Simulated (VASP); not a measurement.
Runs of VASP 6.6.1 on Pt. The structure is that of space group P6_3/mmc (No. 194), or close to it. The cells are those of the table. 

| task | cell | k mesh | cutoff (eV) | gap on the mesh (eV) | pressure (GPa) |
| --- | --- | --- | --- | --- | --- |
| single point | a = 2.764, b = 2.764, c = 9.298 Å, angles 90.0, 90.0, 120.0°, 4 atoms | 14 × 14 × 4 | 520 | none | (a) |
| relaxation of cell and atoms | relaxed from a = 2.774, b = 2.774, c = 9.060 Å, angles 90.0, 90.0, 120.0°, 4 atoms | 13 × 13 × 4 | 600 | - | 0.0 |
| single point | a = 2.879, b = 2.879, c = 9.686 Å, angles 90.0, 90.0, 120.0°, 4 atoms | 14 × 14 × 4 | 520 | none | -6.2 |
| single point | a = 2.842, b = 2.842, c = 9.560 Å, angles 90.0, 90.0, 120.0°, 4 atoms | 13 × 13 × 4 | 520 | none | 0.9 |
| single point | a = 2.842, b = 2.842, c = 9.560 Å, angles 90.0, 90.0, 120.0°, 4 atoms | 17 × 17 × 5 | 520 | none | 0.9 |

Alike in all rows: level BLYP; potentials or basis VASP PAW PBE potentials, release 64 (Pt); no spin polarisation; smearing fermi-dirac 0.1 eV.

Q: Fill in the values left out.

A: (a) 21.9.

Caveats: the PAW data sets were made with another functional, which shifts forces and pressure a little; spin-orbit coupling is left out, which moves the levels of the heavy elements; the bands computed are all filled at some k points, so no gap is given (some runs).

A k mesh can miss the band edges, and the runs leave out spin-orbit coupling on Pt.

A gap of «none» marks levels without a gap at the run's occupations.
